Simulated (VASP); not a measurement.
Here is a VASP 6.6.1 calculation.

INCAR

```
PREC = Accurate
ENCUT = 520
EDIFF = 1E-6
ISMEAR = -1
SIGMA = 0.15
LREAL = F
LASPH = T
NELM = 100
ALGO = Normal
ISIF = 2
LWAVE = F
LCHARG = F
GGA = PE
NBANDS = 21
```

File KPOINTS:

```
regular mesh
0
Gamma
  12 12 12
```

The input POSCAR:

```
Sn
1.0
    0.0000000000      3.3294686076      3.3294686076
    3.3294686076      0.0000000000      3.3294686076
    3.3294686076      3.3294686076      0.0000000000
Sn
2
Direct
    0.5000000000      0.5000000000      0.5000000000
    0.7500000000      0.7500000000      0.7500000000
```

Potentials or basis: VASP PAW PBE potentials, release 64 (Sn_d).

Run with:

```console
$ cat potpaw_PBE.64/Sn_d/POTCAR > POTCAR
$ mpirun -np 1 vasp_std > vasp.out
```

Q: What does it give for the pressure?

A: 0.0 GPa.

Q: Estimate the band gap on the k mesh.

A: Zero (band 14 reaches 4.94 eV, above the bottom of band 15 at 4.71 eV).

Caveat: spin-orbit coupling is left out, which moves the levels of the heavy elements.
